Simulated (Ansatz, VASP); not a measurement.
This is a calculation of Au for VASP 6.6.1.

The input INCAR:

```
ALGO = Normal ; EDIFF = 1E-6
ENCUT = 540 ; GGA_COMPAT = F
ISIF = 2 ; ISMEAR = -1
LASPH = T ; LCHARG = F
LMAXMIX = 4 ; LORBIT = 11
LORBMOM = T ; LREAL = F
LSORBIT = T ; LWAVE = F
MAGMOM = 0 0 0 ; NBANDS = 30
NELM = 200 ; PREC = Accurate
SIGMA = 0.05
```

Contents of KPOINTS:

```
k-points
0
Gamma
  11 11 11
```

POSCAR

```
Au
1.0
    0.0000000000      1.9934577312      1.9934577312
    1.9934577312      0.0000000000      1.9934577312
    1.9934577312      1.9934577312      0.0000000000
Au
1
Direct
    0.0000000000      0.0000000000      0.0000000000
```

Potentials or basis: VASP PAW LDA potentials, release 64 (Au_sv_GW).

Run with:

```console
$ cat potpaw_LDA.64/Au_sv_GW/POTCAR > POTCAR
$ mpirun -np 1 vasp_ncl > vasp.out
```

Question: Translate it to Ansatz 0.2.0. Potentials there: Ansatz PAW.

Answer: As run (the cutoff follows the program's own potentials):

The input input.yaml:

```yaml
crystal:
  lattice:
    - [0.0, 1.9934577312, 1.9934577312]
    - [1.9934577312, 0.0, 1.9934577312]
    - [1.9934577312, 1.9934577312, 0.0]
  atoms:
    - { symbol: Au, position: [0.0, 0.0, 0.0] }
hamiltonian:
  xc: lda
  pseudopotentials: { kind: paw_fr }
magnetization:
  noncollinear: true
  spin_orbit: true
kpoints:
  mp_grid: { grid: [11, 11, 11] }
scf:
  occupations: { method: fermi_dirac, width: 0.05 }
output:
  forces: true
  stress: true
  eigenvalues: true
```

Potentials or basis: Ansatz PAW.

Run with:

```console
$ ansatz run input.yaml --threads 2 --pin off --max-ram 5120MiB --backend cpu --events-out ev --progress --plain --runs-dir out
```

Both were run:

|  | VASP | Ansatz | Ansatz less VASP |
| --- | --- | --- | --- |
| pressure (GPa) | 10.3 | 8.3 | -2.04 |

LDA's correlation is that of Perdew and Zunger in VASP and of Perdew and Wang (1992) in Ansatz.
